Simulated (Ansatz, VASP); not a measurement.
## One calculation of NiSb, two programs

```
Sb Ni
1.0
     3.92800    0.00000    0.00000
    -1.96400    3.40175    0.00000
     0.00000    0.00000    5.12000
Sb Ni
2 2
Direct
  0.66667 0.33333 0.75000
  0.33333 0.66667 0.25000
  0.00000 0.00000 0.50000
  0.00000 0.00000 0.00000
```

Alike in both runs: task single point; functional PBE; k mesh 7 × 7 × 5; occupations fermi-dirac, width 0.05 eV; collinear spin; fixed moment 4 μB.

|  | VASP | Ansatz |
| --- | --- | --- |
| version | VASP 6.6.1 | Ansatz 0.2.0 |
| potentials or method | VASP PAW PBE potentials, release 64 (Sb, Ni) | Ansatz PAW |
| plane-wave cutoff (eV) | 520 | 420 |
| valence electrons in the cell | 30 | 66 |

Ansatz gave:

```
pressure (GPa)                                                : 16.8
traceless stress, the component that is largest in VASP (GPa) : -1.36
net moment per atom (μB)                                      : 1.00
size of the moment on the site where the two differ most (μB) : 0.35
```

Task: Estimate VASP's values.

Result: Pressure (GPa): 16.7; traceless stress, the component that is largest in VASP (GPa): -1.23; net moment per atom (μB): 1.00; size of the moment on the site where the two differ most (μB): 0.41.

Site moments also hang on the region over which each program counts them. With one functional, cell and mesh, what is left measures potentials, basis and numerics. VASP's potentials hold 30 valence electrons a cell and Ansatz's 66, so a difference there can come from the potentials and not from the codes.

Spin-orbit coupling is off throughout.
